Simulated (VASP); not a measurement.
# K (P4/mmm) in VASP: notebook, part 2 of 3

VASP 6.6.1. Earlier steps stand in the parts before.

## 4. Single point, r2SCAN (80.09 Å³/atom)

This run uses another cell than the first one, of 80.09 Å³/atom.

The input, POSCAR:

```
K
1.0
    4.9535328831      0.0000000000      0.0000000000
    0.0000000000      4.9535328831      0.0000000000
    0.0000000000      0.0000000000      3.2638828167
K
1
Direct
    0.0000000000      0.0000000000      0.0000000000
```

The input, INCAR.step1:

```
SYSTEM = K
PREC     = Accurate       ! precision mode
ENCUT    = 520            ! plane-wave cutoff, eV
ISMEAR   = 0              ! smearing method
SIGMA    = 0.15           ! smearing width, eV
LREAL    = .False.        ! projectors in reciprocal space
LASPH    = .True.         ! aspherical terms in the spheres
NELM     = 80             ! most SCF steps
NBANDS   = 10             ! bands
GGA      = PE             ! functional
ALGO     = Normal         ! electronic algorithm
EDIFF    = 1E-4           ! SCF threshold, eV
LWAVE    = .True.         ! write WAVECAR
LCHARG   = .False.        ! write CHGCAR
```

The input, INCAR.step2:

```
SYSTEM = K
PREC     = Accurate       ! precision mode
ENCUT    = 520            ! plane-wave cutoff, eV
EDIFF    = 1E-6           ! SCF threshold, eV
ISMEAR   = 0              ! smearing method
SIGMA    = 0.15           ! smearing width, eV
LREAL    = .False.        ! projectors in reciprocal space
LASPH    = .True.         ! aspherical terms in the spheres
NELM     = 80             ! most SCF steps
ALGO     = Normal         ! electronic algorithm
ISIF     = 2              ! what is computed and relaxed
LWAVE    = .False.        ! write WAVECAR
LCHARG   = .True.         ! write CHGCAR
METAGGA  = R2SCAN         ! meta-GGA
LMIXTAU  = .True.       
LELF     = .True.         ! ELF
LVHAR    = .True.       
NBANDS   = 10             ! bands
ISTART   = 1
```

The input, KPOINTS:

```
Automatic mesh
0
Gamma
  12 12 12
  0 0 0
```

Potentials or basis: VASP PAW PBE potentials, release 64 (K_sv).

The run is started by

```sh
> cat potpaw_PBE.64/K_sv/POTCAR > POTCAR
> cp INCAR.step1 INCAR
> mpirun -np 1 vasp_std > vasp.out
> cp INCAR.step2 INCAR
> mpirun -np 1 vasp_std > vasp.out
```

OUTCAR:

```text
SYSTEM = K
   PREC = Accurate
   ENCUT = 520
   EDIFF = 1E-6
   ISMEAR = 0
   LREAL = .False.
   LASPH = .True.
   NELM = 80
   ISIF = 2
   METAGGA = R2SCAN
   ISTART = 1

 ion  position               nearest neighbor table
   1  0.000  0.000  0.000-

  LATTYP: Found a simple tetragonal cell.
 ALAT       =     4.9535328831
 C/A-ratio  =     0.6589000000

  Lattice vectors:

 A1 = (   4.9535328831,   0.0000000000,   0.0000000000)
 A2 = (   0.0000000000,   4.9535328831,   0.0000000000)
 A3 = (   0.0000000000,   0.0000000000,   3.2638828167)

Analysis of symmetry for initial positions (statically):
=====================================================================
 Subroutine PRICEL returns:
 Original cell was already a primitive cell.

 Routine SETGRP: Setting up the symmetry group for a
 simple tetragonal supercell.

 Subroutine GETGRP returns: Found 16 space group operations
 (whereof 16 operations were pure point group operations)
 out of a pool of 16 trial point group operations.

The static configuration has the point symmetry D_4h.

Analysis of symmetry for dynamics (positions and initial velocities):
=====================================================================
 Subroutine PRICEL returns:
 Original cell was already a primitive cell.

 Routine SETGRP: Setting up the symmetry group for a
 simple tetragonal supercell.

 Subroutine GETGRP returns: Found 16 space group operations
 (whereof 16 operations were pure point group operations)
 out of a pool of 16 trial point group operations.

The dynamic configuration has the point symmetry D_4h.

 Subroutine INISYM returns: Found 16 space group operations
 (whereof 16 operations are pure point group operations),
 and found     1 'primitive' translations

----------------------------------------------------------------------------------------

                                     Primitive cell
[... 112 lines left out ...]
  Thomas-Fermi vector in A             =   1.895269
   LORBIT       =      0    0 simple, 1 ext, 2 COOP (PROOUT), +10 PAW based schemes
   METAGGA = R2SCAN    functional components
   LHFCALC =     F    Hartree Fock is set to
   AEXX    =    0.0000 exact exchange contribution
   IVDW    =     0    specifies the selected vdW correction
   LEPSILON=     F    determine dielectric tensor
   LRPA    =     F    only Hartree local field effects (RPA)
 non-spin polarized calculation
 Gauss-broadening in eV      SIGMA  =   0.15
  energy-cutoff  :      520.00
  volume of cell :       80.09
 maximum number of plane-waves:      2180
 NGX is ok and might be reduce to    40
   NGX = 19   NGY = 19   NGZ = 13

 number of electron       9.0000001 magnetization

 Free energy of the ion-electron system (eV)
  ---------------------------------------------------
  ext. energy  EPLUGINS =         0.00000000
  ---------------------------------------------------
  free energy    TOTEN  =        -5.59495203 eV

  energy without entropy =       -5.58619562  energy(sigma->0) =       -5.59057383

 E-fermi :  -0.1648     XC(G=0):  -5.6977

 val. band max:       -0.1773816969   @ k =   0.5000   0.0833   0.1667
 cond. band min:      -0.1530436820   @ k =   0.2500   0.0000   0.3333
 fundamental gap:      0.0243380149
 Fermi energy:        -0.1647804813

 k-point     1 :       0.0000    0.0000    0.0000
  band No.  band energies     occupation
      1     -34.6462      2.00000
      2     -17.2704      2.00000
      3     -17.2704      2.00000
      4     -17.0411      2.00000
      5      -2.3758      2.00000
      6       1.9802      0.00000
      7       2.5594      0.00000
      8       4.5985      0.00000
      9       4.5985      0.00000
     10       5.0089      0.00000
[... 287 lines left out ...]
 k-point    24 :       0.4167    0.3333    0.0000
  band No.  band energies     occupation
      1     -34.6451      2.00000
      2     -17.2900      2.00000
      3     -17.2854      2.00000
      4     -17.0400      2.00000
      5      -0.3887      1.96523
      6       0.6229      0.00000
      7       1.5104      0.00000
      8       2.2778      0.00000
      9       4.9983      0.00000
     10       5.6298      0.00000

 [... further k-points ...]

------------------------ aborting loop because EDIFF is reached ----------------------------------------

  FORCE on cell =-STRESS in cart. coord.  units (eV):
  Direction    XX          YY          ZZ          XY          YZ          ZX
  --------------------------------------------------------------------------------------
  -------------------------------------------------------------------------------------
  Total       -0.5555880     -0.5555880      1.8553000      0.0000000      0.0000000      0.0000000
  in kB      -11.1147265    -11.1147265     37.1159069      0.0000000      0.0000000      0.0000000
  external PRESSURE =       4.9621513 kB  Pullay stress =       0.0000000 kB

 VOLUME and BASIS-vectors are now :
 -----------------------------------------------------------------------------
  energy-cutoff  :      520.00
  volume of cell :       80.09
      direct lattice vectors                 reciprocal lattice vectors
     4.953532883  0.000000000  0.000000000     0.201876120  0.000000000  0.000000000
     0.000000000  4.953532883  0.000000000     0.000000000  0.201876120  0.000000000
     0.000000000  0.000000000  3.263882817     0.000000000  0.000000000  0.306383549

 POSITION                                       TOTAL-FORCE (eV/Angst)
 -----------------------------------------------------------------------------------
      0.00000      0.00000      0.00000         0.000000      0.000000      0.000000
 -----------------------------------------------------------------------------------
    total drift:                               -0.000000     -0.000000      0.000000

  FREE ENERGIE OF THE ION-ELECTRON SYSTEM (eV)
  ---------------------------------------------------
  free  energy   TOTEN  =        -5.5949520331 eV

  energy  without entropy=       -5.5861956211  energy(sigma->0) =       -5.59057383
```

OUTCAR.step1:

```text
SYSTEM = K
   PREC = Accurate
   ENCUT = 520
   ISMEAR = 0
   LREAL = .False.
   LASPH = .True.
[... 530 lines left out ...]
 POSITION                                       TOTAL-FORCE (eV/Angst)
 -----------------------------------------------------------------------------------
      0.00000      0.00000      0.00000         0.000000      0.000000      0.000000
 -----------------------------------------------------------------------------------
    total drift:                               -0.000000     -0.000000      0.000000

  FREE ENERGIE OF THE ION-ELECTRON SYSTEM (eV)
  ---------------------------------------------------
  free  energy   TOTEN  =        -0.6386503840 eV

  energy  without entropy=       -0.6297635330  energy(sigma->0) =       -0.63420696
```

Run time: 12 min. Hardware: 1 thread of Intel Xeon 8259CL, shared host; peak memory 0.3 GiB.

Results:

```yaml
Free_energy: -5.5950 eV
Pressure: 0.5 GPa
Band_gap_on_the_k_mesh: zero (an odd number of electrons rules out a gap without spin polarisation)
```

Caveat: the PAW data sets were made with another functional, which shifts forces and pressure a little.

## 5. Single point, r2SCAN (80.09 Å³/atom)

This run uses another cell than the first one, of 80.09 Å³/atom.

The input, POSCAR:

```
K
1.0
    4.4628602667      0.0000000000      0.0000000000
    0.0000000000      4.4628602667      0.0000000000
    0.0000000000      0.0000000000      4.0210371003
K
1
Direct
    0.0000000000      0.0000000000      0.0000000000
```

The input, INCAR.step1:

```
PREC = Accurate
ENCUT = 520
ISMEAR = 0
SIGMA = 0.15
LREAL = False
LASPH = True
NELM = 60
NBANDS = 10
GGA = PE
ALGO = Normal
EDIFF = 1E-4
LWAVE = True
LCHARG = False
```

The input, INCAR.step2:

```
PREC = Accurate
ENCUT = 520
EDIFF = 1E-6
ISMEAR = 0
SIGMA = 0.15
LREAL = False
LASPH = True
NELM = 60
ALGO = Normal
ISIF = 2
LWAVE = False
LCHARG = False
METAGGA = R2SCAN
LMIXTAU = True
NBANDS = 10
ISTART = 1
```

The input, KPOINTS:

```
regular mesh
0
Gamma
  12 12 12
```

Potentials or basis: VASP PAW PBE potentials, release 64 (K_sv).

The run is started by

```sh
> cat potpaw_PBE.64/K_sv/POTCAR > POTCAR
> cp INCAR.step1 INCAR
> mpirun -np 1 vasp_std > vasp.out
> cp INCAR.step2 INCAR
> mpirun -np 1 vasp_std > vasp.out
```

OUTCAR:

```text
PREC = Accurate
   ENCUT = 520
   EDIFF = 1E-6
   ISMEAR = 0
   LREAL = False
   LASPH = True
   NELM = 60
   ISIF = 2
   METAGGA = R2SCAN
   ISTART = 1

 ion  position               nearest neighbor table
   1  0.000  0.000  0.000-

  LATTYP: Found a simple tetragonal cell.
 ALAT       =     4.4628602667
 C/A-ratio  =     0.9010000000

  Lattice vectors:

 A1 = (   4.4628602667,   0.0000000000,   0.0000000000)
 A2 = (   0.0000000000,   4.4628602667,   0.0000000000)
 A3 = (   0.0000000000,   0.0000000000,   4.0210371003)

Analysis of symmetry for initial positions (statically):
=====================================================================
 Subroutine PRICEL returns:
 Original cell was already a primitive cell.

 Routine SETGRP: Setting up the symmetry group for a
 simple tetragonal supercell.

 Subroutine GETGRP returns: Found 16 space group operations
 (whereof 16 operations were pure point group operations)
 out of a pool of 16 trial point group operations.

The static configuration has the point symmetry D_4h.

Analysis of symmetry for dynamics (positions and initial velocities):
[... 164 lines left out ...]

 k-point     1 :       0.0000    0.0000    0.0000
  band No.  band energies     occupation
      1     -34.1558      2.00000
      2     -16.8186      2.00000
      3     -16.8186      2.00000
      4     -16.8105      2.00000
      5      -2.3916      2.00000
      6       2.8046      0.00000
      7       3.0812      0.00000
      8       6.0764      0.00000
      9       6.0764      0.00000
     10       6.1906      0.00000
[... 287 lines left out ...]
 k-point    24 :       0.4167    0.3333    0.0000
  band No.  band energies     occupation
      1     -34.1515      2.00000
      2     -16.8688      2.00000
      3     -16.8570      2.00000
      4     -16.8033      2.00000
      5      -0.0273      0.09523
      6       1.2237      0.00000
      7       2.2746      0.00000
      8       3.2357      0.00000
      9       5.7249      0.00000
     10       5.9342      0.00000

 [... further k-points ...]

------------------------ aborting loop because EDIFF is reached ----------------------------------------

  FORCE on cell =-STRESS in cart. coord.  units (eV):
  Direction    XX          YY          ZZ          XY          YZ          ZX
  --------------------------------------------------------------------------------------
  -------------------------------------------------------------------------------------
  Total       -0.1824872     -0.1824872      0.3717304      0.0000000      0.0000000     -0.0000000
  in kB       -3.6507190     -3.6507190      7.4365937      0.0000000      0.0000000     -0.0000000
  external PRESSURE =       0.0450519 kB  Pullay stress =       0.0000000 kB

 VOLUME and BASIS-vectors are now :
 -----------------------------------------------------------------------------
  energy-cutoff  :      520.00
  volume of cell :       80.09
      direct lattice vectors                 reciprocal lattice vectors
     4.462860267  0.000000000  0.000000000     0.224071546  0.000000000  0.000000000
     0.000000000  4.462860267  0.000000000     0.000000000  0.224071546  0.000000000
     0.000000000  0.000000000  4.021037100     0.000000000  0.000000000  0.248692060

 POSITION                                       TOTAL-FORCE (eV/Angst)
 -----------------------------------------------------------------------------------
      0.00000      0.00000      0.00000         0.000000      0.000000      0.000000
 -----------------------------------------------------------------------------------
    total drift:                                0.000000      0.000000     -0.000000

  FREE ENERGIE OF THE ION-ELECTRON SYSTEM (eV)
  ---------------------------------------------------
  free  energy   TOTEN  =        -5.8880399990 eV

  energy  without entropy=       -5.8785325300  energy(sigma->0) =       -5.88328626
```

OUTCAR.step1:

```text
PREC = Accurate
   ENCUT = 520
   ISMEAR = 0
   LREAL = False
   LASPH = True
   NELM = 60
[... 528 lines left out ...]

 POSITION                                       TOTAL-FORCE (eV/Angst)
 -----------------------------------------------------------------------------------
      0.00000      0.00000      0.00000         0.000000      0.000000      0.000000
 -----------------------------------------------------------------------------------
    total drift:                                0.000000      0.000000     -0.000000

  FREE ENERGIE OF THE ION-ELECTRON SYSTEM (eV)
  ---------------------------------------------------
  free  energy   TOTEN  =        -0.9301308715 eV

  energy  without entropy=       -0.9208514900  energy(sigma->0) =       -0.92549118
```

OSZICAR.step1:

```text
N       E                     dE             d eps       ncg     rms          rms(c)
DAV:   1     0.466447405096E+02    0.46645E+02   -0.35227E+03  3920   0.675E+02
DAV:   2     0.805514994139E+00   -0.45839E+02   -0.45100E+02  4208   0.188E+02
DAV:   3    -0.853447199185E+00   -0.16590E+01   -0.16525E+01  5992   0.293E+01
DAV:   4    -0.930155156496E+00   -0.76708E-01   -0.76342E-01  5510   0.497E+00
DAV:   5    -0.931460538564E+00   -0.13054E-02   -0.13050E-02  6040   0.527E-01    0.173E+00
DAV:   6    -0.930570408729E+00    0.89013E-03   -0.17688E-03  5872   0.263E-01    0.109E+00
DAV:   7    -0.930086132184E+00    0.48428E-03   -0.35398E-03  5670   0.354E-01    0.706E-02
DAV:   8    -0.930130871495E+00   -0.44739E-04   -0.25820E-04  4806   0.162E-01
   1 F= -.93013087E+00 E0= -.92549118E+00  d E =-.927938E-02
```

Wall time 11 min (1 thread of Intel Xeon 8259CL, shared host); peak memory 0.3 GiB.

What came out:

```
Free energy            : -5.8880 eV
Pressure               : 0.0 GPa
Band gap on the k mesh : zero (an odd number of electrons rules out a gap without spin polarisation)
```

Caveat: the PAW data sets were made with another functional, which shifts forces and pressure a little.

(Part 2 of 3 ends here.)

The gap in the log of VASP goes by the Fermi energy; the results here count the filled bands.